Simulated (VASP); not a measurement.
# BN in VASP: notebook

The runs below take BN through single point, with PBE.

Everything below comes from runs of VASP 6.6.1. Logs are shortened: lines on timing, memory, paths and dates and some standing lists are left out, and cuts for length are marked.

### 1 The cell of the first run

The structure is cubic, space group Fm-3m (No. 225). Conventional cell: a = 3.509 Å, b = 3.509 Å, c = 3.509 Å, α = 90.00°, β = 90.00°, γ = 90.00°. B (site symmetry m-3m) has 6 N at 1.75 Å within 2.3 Å. N (site symmetry m-3m) has 6 B at 1.75 Å within 2.3 Å.

### 2 Single point, PBE (strain +0.5%)

Input file INCAR:

```
SYSTEM = BN
PREC = Accurate
ENCUT = 520
EDIFF = 1E-6
ISMEAR = 0
SIGMA = 0.01
LREAL = .FALSE.
LASPH = .TRUE.
NELM = 60
ALGO = Normal
ISIF = 2
LWAVE = .FALSE.
LCHARG = .FALSE.
GGA = PE
NBANDS = 11
```

Input file KPOINTS:

```
regular mesh
0
G
  8 8 8
  0 0 0
```

Input file POSCAR:

```
BN
1.0
    0.0000000000      1.7545550698      1.7545550698
    1.7545550698      0.0000000000      1.7545550698
    1.7545550698      1.7545550698      0.0000000000
B N
1 1
Direct
    0.0000000000      0.0000000000      0.0000000000
    0.5000000000      0.5000000000      0.5000000000
```

Potentials or basis: VASP PAW PBE potentials, release 64 (B, N).

Command:

```
$ cat potpaw_PBE.64/B/POTCAR potpaw_PBE.64/N/POTCAR > POTCAR
$ mpirun -np 1 vasp_std > vasp.out
```

OUTCAR:

```text
SYSTEM = BN
   PREC = Accurate
   ENCUT = 520
   EDIFF = 1E-6
   ISMEAR = 0
   LREAL = .FALSE.
   LASPH = .TRUE.
   NELM = 60
   ISIF = 2
   GGA = PE

 ion  position               nearest neighbor table
   1  0.000  0.000  0.000-   2 1.75   2 1.75   2 1.75   2 1.75   2 1.75   2 1.75
   2  0.500  0.500  0.500-   1 1.75   1 1.75   1 1.75   1 1.75   1 1.75   1 1.75

  LATTYP: Found a face centered cubic cell.
 ALAT       =     3.5091101396

  Lattice vectors:

 A1 = (   0.0000000000,   1.7545550698,   1.7545550698)
 A2 = (   1.7545550698,   0.0000000000,   1.7545550698)
 A3 = (   1.7545550698,   1.7545550698,   0.0000000000)

Analysis of symmetry for initial positions (statically):
=====================================================================
 Subroutine PRICEL returns:
 Original cell was already a primitive cell.

 Routine SETGRP: Setting up the symmetry group for a
 face centered cubic supercell.

 Subroutine GETGRP returns: Found 48 space group operations
 (whereof 48 operations were pure point group operations)
 out of a pool of 48 trial point group operations.

The static configuration has the point symmetry O_h .

Analysis of symmetry for dynamics (positions and initial velocities):
=====================================================================
 Subroutine PRICEL returns:
 Original cell was already a primitive cell.

 Routine SETGRP: Setting up the symmetry group for a
 face centered cubic supercell.

 Subroutine GETGRP returns: Found 48 space group operations
 (whereof 48 operations were pure point group operations)
 out of a pool of 48 trial point group operations.

The dynamic configuration has the point symmetry O_h .

 Subroutine INISYM returns: Found 48 space group operations
 (whereof 48 operations are pure point group operations),
 and found     1 'primitive' translations

----------------------------------------------------------------------------------------

                                     Primitive cell

  volume of cell :      10.8027

  direct lattice vectors                    reciprocal lattice vectors
     0.000000000  1.754555070  1.754555070    -0.284972532  0.284972532  0.284972532
     1.754555070  0.000000000  1.754555070     0.284972532 -0.284972532  0.284972532
     1.754555070  1.754555070  0.000000000     0.284972532  0.284972532 -0.284972532

  length of vectors
     2.481315576  2.481315576  2.481315576     0.493586903  0.493586903  0.493586903

  position of ions in fractional coordinates (direct lattice)
     0.000000000  0.000000000  0.000000000
     0.500000000  0.500000000  0.500000000

  ion indices of the primitive-cell ions
   primitive index   ion index
                 1           1
                 2           2

----------------------------------------------------------------------------------------

 KPOINTS: regular mesh

Automatic generation of k-mesh.
 Grid dimensions read from file:
 generate k-points for:    8    8    8

 Generating k-lattice:

  Cartesian coordinates                     Fractional coordinates (reciprocal lattice)
    -0.035621566  0.035621566  0.035621566     0.125000000  0.000000000  0.000000000
     0.035621566 -0.035621566  0.035621566     0.000000000  0.125000000  0.000000000
     0.035621566  0.035621566 -0.035621566     0.000000000  0.000000000  0.125000000

  Length of vectors
     0.061698363  0.061698363  0.061698363

  Shift w.r.t. Gamma in fractional coordinates (k-lattice)
     0.000000000  0.000000000  0.000000000

 Subroutine IBZKPT returns following result:
 ===========================================

 Found     29 irreducible k-points:

 Following reciprocal coordinates:
            Coordinates               Weight
  0.000000  0.000000  0.000000      1.000000
  0.125000  0.000000  0.000000      8.000000
  0.250000  0.000000  0.000000      8.000000
  0.375000  0.000000  0.000000      8.000000
  0.500000  0.000000  0.000000      4.000000
  0.125000  0.125000  0.000000      6.000000
[... 16 lines left out ...]
  0.500000  0.250000  0.125000     48.000000
 -0.375000  0.250000  0.125000     24.000000
 [... further k-points ...]
   k-points           NKPTS =     29   k-points in BZ     NKDIM =     29   number of bands    NBANDS=     11
   number of dos      NEDOS =    301   number of ions     NIONS =      2
   total plane-waves  NPLWV =   5832
   dimension x,y,z NGX =    18 NGY =   18 NGZ =   18
   dimension x,y,z NGXF=    36 NGYF=   36 NGZF=   36
   ions per type =               1   1
   NGX,Y,Z   is equivalent  to a cutoff of  12.06, 12.06, 12.06 a.u.
   NGXF,Y,Z  is equivalent  to a cutoff of  24.12, 24.12, 24.12 a.u.
 SYSTEM =  BN
   PREC   = accura    normal or accurate (medium, high low for compatibility)
   ISTART =      0    job   : 0-new  1-cont  2-samecut
   ICHARG =      2    charge: 1-file 2-atom 10-const
   ISPIN  =      1    spin polarized calculation?
   LNONCOLLINEAR =      F non collinear calculations
   LSORBIT =      F    spin-orbit coupling
   LASPH  =      T    aspherical Exc in radial PAW
   ENCUT  =  520.0 eV  38.22 Ry    6.18 a.u.   4.61  4.61  4.61*2*pi/ulx,y,z
   NELM   =     60;   NELMIN=  2; NELMDL= -5     # of ELM steps
   EDIFF  = 0.1E-05   stopping-criterion for ELM
   LREAL  =      F    real-space projection
   EDIFFG = 0.1E-04   stopping-criterion for IOM
   NSW    =      0    number of steps for IOM
   IBRION =     -1    ionic relax: 0-MD 1-quasi-New 2-CG
   NFREE  =      0    steps in history (QN), initial steepest desc. (CG)
   ISIF   =      2    stress and relaxation
   ISYM   =      2    0-nonsym 1-usesym 2-fastsym
   POTIM  = 0.5000    time-step for ionic-motion
   TEBEG  =    0.0;   TEEND  =   0.0 temperature during run
   PSTRESS=    0.0 pullay stress
   NELECT =       8.0000    total number of electrons
   NUPDOWN=      -1.0000    fix difference up-down
   EMIN   =  10.00;   EMAX   =-10.00  energy-range for DOS
   EFERMI =   0.00;   METHOD = LEGACY
   ISMEAR =     0;   SIGMA  =   0.01  broadening in eV -4-tet -1-fermi 0-gaus
   EFERMI_NEDOS =   21; number of points for ismear=-14 and -15
   IALGO  =     38    algorithm
   IMIX   =      4    mixing-type and parameters
     AMIX     =   0.40;   BMIX     =  1.00
     AMIX_MAG =   1.60;   BMIX_MAG =  1.00
  volume/ion in A,a.u.               =       5.40        36.45
  Fermi-wavevector in a.u.,A,eV,Ry     =   1.481134  2.798938 29.847908  2.193759
  Thomas-Fermi vector in A             =   2.595082
   LORBIT       =      0    0 simple, 1 ext, 2 COOP (PROOUT), +10 PAW based schemes
   GGA     = PE    functional components
   LHFCALC =     F    Hartree Fock is set to
   AEXX    =    0.0000 exact exchange contribution
   IVDW    =     0    specifies the selected vdW correction
   LEPSILON=     F    determine dielectric tensor
   LRPA    =     F    only Hartree local field effects (RPA)
 non-spin polarized calculation
 Gauss-broadening in eV      SIGMA  =   0.01
  energy-cutoff  :      520.00
  volume of cell :       10.80
 maximum number of plane-waves:       303
   NGX =  9   NGY =  9   NGZ =  9

 number of electron       7.9999999 magnetization

 Free energy of the ion-electron system (eV)
  ---------------------------------------------------
  ext. energy  EPLUGINS =         0.00000000
  ---------------------------------------------------
  free energy    TOTEN  =       -13.94254146 eV

  energy without entropy =      -13.94254146  energy(sigma->0) =      -13.94254146

 E-fermi :  10.3168     XC(G=0): -13.6854

 val. band max:       10.1103371331   @ k =  -0.2500   0.1250   0.0000
 cond. band min:      11.3283431646   @ k =   0.5000   0.5000   0.0000
 fundamental gap:      1.2180060315
 Fermi energy:        10.3168371777

 k-point     1 :       0.0000    0.0000    0.0000
  band No.  band energies     occupation
      1     -12.1119      2.00000
      2       9.3222      2.00000
      3       9.3222      2.00000
      4       9.3222      2.00000
      5      19.1050      0.00000
      6      22.1303      0.00000
      7      22.1303      0.00000
      8      22.1303      0.00000
      9      28.6972      0.00000
     10      28.6972      0.00000
     11      28.6972      0.00000

 k-point     2 :       0.1250    0.0000    0.0000
  band No.  band energies     occupation
      1     -11.6780      2.00000
      2       7.5574      2.00000
      3       9.2950      2.00000
      4       9.2950      2.00000
      5      19.4484      0.00000
      6      20.7816      0.00000
      7      20.7816      0.00000
      8      21.9528      0.00000
      9      27.7996      0.00000
     10      29.7747      0.00000
     11      29.7747      0.00000

 k-point     3 :       0.2500    0.0000    0.0000
  band No.  band energies     occupation
      1     -10.4047      2.00000
      2       3.8090      2.00000
      3       9.3041      2.00000
      4       9.3041      2.00000
      5      18.2640      0.00000
      6      18.2640      0.00000
      7      18.6817      0.00000
      8      22.6924      0.00000
      9      28.4353      0.00000
     10      32.7425      0.00000
     11      32.7425      0.00000

 k-point     4 :       0.3750    0.0000    0.0000
  band No.  band energies     occupation
      1      -8.4579      2.00000
      2      -0.0755      2.00000
      3       9.4492      2.00000
      4       9.4492      2.00000
      5      16.1843      0.00000
      6      16.1843      0.00000
      7      17.6838      0.00000
      8      23.4314      0.00000
      9      30.7810      0.00000
     10      37.2152      0.00000
     11      37.2152      0.00000
[... 239 lines left out ...]
 k-point    22 :       0.3750    0.2500    0.1250
  band No.  band energies     occupation
      1      -9.2724      2.00000
      2       3.9915      2.00000
      3       5.3435      2.00000
      4       8.6403      2.00000
      5      14.8992      0.00000
      6      19.5619      0.00000
      7      22.3321      0.00000
      8      22.6307      0.00000
      9      25.5212      0.00000
     10      35.8241      0.00000
     11      38.9701      0.00000

 k-point    23 :       0.5000    0.2500    0.1250
  band No.  band energies     occupation
      1      -7.3550      2.00000
      2       0.8205      2.00000
      3       4.6533      2.00000
      4       7.4622      2.00000
      5      15.3392      0.00000
      6      17.9873      0.00000
      7      21.8514      0.00000
      8      24.0698      0.00000
      9      27.8171      0.00000
     10      36.8973      0.00000
     11      39.1170      0.00000

 k-point    24 :      -0.3750    0.2500    0.1250
  band No.  band energies     occupation
      1      -5.9170      2.00000
      2      -1.2382      2.00000
      3       4.7440      2.00000
      4       6.7133      2.00000
      5      16.2311      0.00000
      6      16.7982      0.00000
      7      21.5711      0.00000
      8      24.6680      0.00000
      9      31.0449      0.00000
     10      32.7952      0.00000
     11      42.6314      0.00000

 [... further k-points ...]
[... 5 lines left out ...]
  --------------------------------------------------------------------------------------
  -------------------------------------------------------------------------------------
  Total       -0.1315966     -0.1315966     -0.1315966     -0.0000000     -0.0000000     -0.0000000
  in kB      -19.5174985    -19.5174985    -19.5174985     -0.0000000     -0.0000000     -0.0000000
  external PRESSURE =     -19.5174985 kB  Pullay stress =       0.0000000 kB

 VOLUME and BASIS-vectors are now :
 -----------------------------------------------------------------------------
  energy-cutoff  :      520.00
  volume of cell :       10.80
      direct lattice vectors                 reciprocal lattice vectors
     0.000000000  1.754555070  1.754555070    -0.284972532  0.284972532  0.284972532
     1.754555070  0.000000000  1.754555070     0.284972532 -0.284972532  0.284972532
     1.754555070  1.754555070  0.000000000     0.284972532  0.284972532 -0.284972532

 POSITION                                       TOTAL-FORCE (eV/Angst)
 -----------------------------------------------------------------------------------
      0.00000      0.00000      0.00000         0.000000      0.000000      0.000000
      1.75456      1.75456      1.75456        -0.000000     -0.000000     -0.000000
 -----------------------------------------------------------------------------------
    total drift:                               -0.000000     -0.000000     -0.000000

  FREE ENERGIE OF THE ION-ELECTRON SYSTEM (eV)
  ---------------------------------------------------
  free  energy   TOTEN  =       -13.9425414644 eV

  energy  without entropy=      -13.9425414644  energy(sigma->0) =      -13.94254146
```

It took 4.6 s on 1 thread of Intel Xeon Platinum 8259CL at 2.50GHz (Skylake/Cascade Lake), shared host; peak memory 0.11 GiB.

What came out:

- Free energy: -13.9425 eV
- Pressure: -2.0 GPa
- Band gap on the k mesh: 1.22 eV, indirect (least direct gap 5.80 eV)

Caveat: the cell differs from its parent crystal (strain +0.5%).

(Part 1 of 2 ends here.)
